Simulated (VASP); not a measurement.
Runs of VASP 6.6.1 on CaOs. The structure is that of space group R-3m (No. 166), or close to it. The cells are those of the table. The cell was generated, and may not be a known phase.

```csv
task,cell,k mesh,cutoff (eV),gap on the mesh (eV),pressure (GPa)
relaxation of cell and atoms,"relaxed from a = 5.528 Å, angles 38.0°, 2 atoms",6 × 6 × 6,600,none,-0.2
single point,"a = 5.528 Å, angles 38.0°, 2 atoms",6 × 6 × 6,520,none,-16.1
single point,"a = 5.091 Å, angles 34.3°, 2 atoms",6 × 6 × 6,520,none,0.0
single point,"a = 5.070 Å, angles 34.7°, 2 atoms",21 × 21 × 21,520,none,(a)
```

Alike in all rows: level PBE; potentials or basis VASP PAW PBE potentials, release 64 (Ca_sv, Os); no spin polarisation; smearing gaussian 0.1 eV.

Fill in the values left out.

(a) 0.1.

Caveats: some runs use coarse meshes; spin-orbit coupling is left out, which moves the levels of the heavy elements; the cell stands under tension (at least some runs).

A k mesh can miss the band edges, and the runs leave out spin-orbit coupling on Os.

A gap of «none» marks levels without a gap at the run's occupations.
